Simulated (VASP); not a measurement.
Here is a VASP 6.6.1 calculation.

The input INCAR:

```
SYSTEM = TaN
ALGO = Normal ; EDIFF = 1E-6
ENCUT = 600 ; GGA = PE
GGA_COMPAT = .FALSE. ; ISIF = 2
ISMEAR = -1 ; LASPH = .TRUE.
LCHARG = .FALSE. ; LREAL = .FALSE.
LWAVE = .FALSE. ; NBANDS = 16
NELM = 120 ; PREC = Accurate
SIGMA = 0.05
```

The input KPOINTS:

```
k-points
0
G
  17 17 15
  0 0 0
```

Contents of POSCAR:

```
TaN
1.0
    2.7030598279      0.0000000000      0.0000000000
   -1.3515299140      2.3409184789      0.0000000000
    0.0000000000      0.0000000000      2.6977303119
Ta N
1 1
Direct
    0.0000000000      0.0000000000      0.0000000000
    0.3333333333      0.6666666667      0.5000000000
```

Potentials or basis: VASP PAW PBE potentials, release 64 (Ta_sv_GW, N).

Run with:

```console
$ cat potpaw_PBE.64/Ta_sv_GW/POTCAR potpaw_PBE.64/N/POTCAR > POTCAR
$ mpirun -np 1 vasp_std > vasp.out
```

Q: Predict the band gap on the k mesh.

A: Zero (band 9 reaches 16.39 eV, above the bottom of band 10 at 15.94 eV).

Q: What does it give for the pressure?

A: 141.2 GPa.

Stress tensor (GPa, compression positive):
```
141.03   0.00   0.00
  0.00 141.03   0.00
  0.00   0.00 141.58
```

Caveat: spin-orbit coupling is left out, which moves the levels of the heavy elements.
